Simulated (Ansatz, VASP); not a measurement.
# Ir in VASP and in Ansatz

```
Ir
1.0
    -1.67544    1.67544    1.33295
     1.67544   -1.67544    1.33295
     1.67544    1.67544   -1.33295
Ir
1
Cartesian
  0.0000 0.0000 0.0000
```

Alike in both runs: functional PBE; k mesh 26 × 26 × 26; occupations gaussian, width 0.1 eV; no spin polarisation.

Ansatz relaxed the structure, and its values are those at the end. VASP's run is a single point on that final structure, the one shown.

|  | VASP | Ansatz |
| --- | --- | --- |
| version | VASP 6.6.1 | Ansatz 0.2.0 |
| potentials or method | VASP PAW PBE potentials, release 64 (Ir), cutoff 520 eV | scalar-relativistic, plane waves, PAW |
| valence electrons in the cell | 9 | 17 |

|  | VASP | Ansatz | Ansatz less VASP |
| --- | --- | --- | --- |
| gap on the k mesh at the Fermi level (eV) | none | none | - |
| pressure (GPa) | 0.7 | 0.0 | -0.71 |

A gap of «none» marks a metal or a gap that the smearing closes. VASP's potentials hold 9 valence electrons a cell and Ansatz's 17, so a difference there can come from the potentials and not from the codes.

Spin-orbit coupling is off throughout.
